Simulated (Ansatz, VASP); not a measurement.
## One calculation of MgO, two programs

The input POSCAR:

```
MgO
1.0
   -0.0559818621      2.1092505758      2.1092505758
    2.1092505758     -0.0559818621      2.1092505758
    2.1092505758      2.1092505758     -0.0559818621
Mg O
1 1
Direct
    0.0000000000      0.0000000000      0.0000000000
    0.5000000000      0.5000000000      0.5000000000
```

INCAR.step1

```
PREC     = Accurate       # precision mode
ENCUT    = 920            # plane-wave cutoff, eV
ISMEAR   = 0              # smearing method
SIGMA    = 0.01           # smearing width, eV
LREAL    = False          # projectors in reciprocal space
LASPH    = True           # aspherical terms in the spheres
NELM     = 120            # most SCF steps
NBANDS   = 15             # bands
GGA      = PE             # functional
ALGO     = Normal         # electronic algorithm
EDIFF    = 1E-5           # SCF threshold, eV
LWAVE    = True           # write WAVECAR
LCHARG   = False          # write CHGCAR
GGA_COMPAT= False
```

The input INCAR.step2:

```
PREC     = Accurate       # precision mode
ENCUT    = 920            # plane-wave cutoff, eV
EDIFF    = 1E-6           # SCF threshold, eV
ISMEAR   = 0              # smearing method
SIGMA    = 0.01           # smearing width, eV
LREAL    = False          # projectors in reciprocal space
LASPH    = True           # aspherical terms in the spheres
NELM     = 120            # most SCF steps
ALGO     = Normal         # electronic algorithm
ISIF     = 2              # what is computed and relaxed
LWAVE    = False          # write WAVECAR
LCHARG   = True           # write CHGCAR
METAGGA  = R2SCAN         # meta-GGA
LMIXTAU  = True         
LELF     = True           # ELF
LVHAR    = True         
NBANDS   = 15             # bands
ISTART   = 1            
GGA_COMPAT= False
```

File KPOINTS:

```
regular mesh
0
Gamma
  10 10 10
```

Input for Ansatz:

```yaml
crystal:
  lattice:
    - [-0.0559818621, 2.1092505758, 2.1092505758]
    - [2.1092505758, -0.0559818621, 2.1092505758]
    - [2.1092505758, 2.1092505758, -0.0559818621]
  atoms:
    - { symbol: Mg, position: [0.0, 0.0, 0.0] }
    - { symbol: O, position: [0.5, 0.5, 0.5] }
kpoints:
  mp_grid: { grid: [10, 10, 10] }
  band_path:
    path:
      - [0.0, 0.0, 0.0]
      - [0.5, 0.0, 0.5]
      - [0.625, 0.25, 0.625]
      - [0.375, 0.375, 0.75]
      - [0.5, 0.5, 0.5]
      - [0.5, 0.25, 0.75]
      - [-0.002604, 0.0, 0.0]
    npoints: 1
hamiltonian:
  xc: r2scan
scf:
  occupations: { method: fixed }
  n_extra_bands: 4
output:
  forces: true
  stress: true
  eigenvalues: true
  write_density: true
  write_potential: true
  elf: true
  volumetric_format: npy
```

Change from the starting cell: epitaxial_111 strain +3.0%.

Alike in both runs: task single point; functional r2SCAN; k mesh 10 × 10 × 10; no spin polarisation.

|  | VASP | Ansatz |
| --- | --- | --- |
| version | VASP 6.6.1 | Ansatz 0.2.0 |
| potentials or method | VASP PAW PBE potentials, release 64 (Mg_sv, O) | plane waves, PAW |
| plane-wave cutoff (eV) | 920 | 500 |
| occupations | gaussian, width 0.01 eV | fixed |
| valence electrons in the cell | 16 | 16 |

```csv
,VASP,Ansatz,Ansatz less VASP
gap on the k mesh at the Fermi level (eV),5.01,4.99,-0.018
pressure (GPa),-6.9,-7.4,-0.51
"traceless stress, the component that is largest in VASP (GPa)",3.63,3.69,+0.056
```

VASP's potentials were made for PBE, not for r2SCAN.
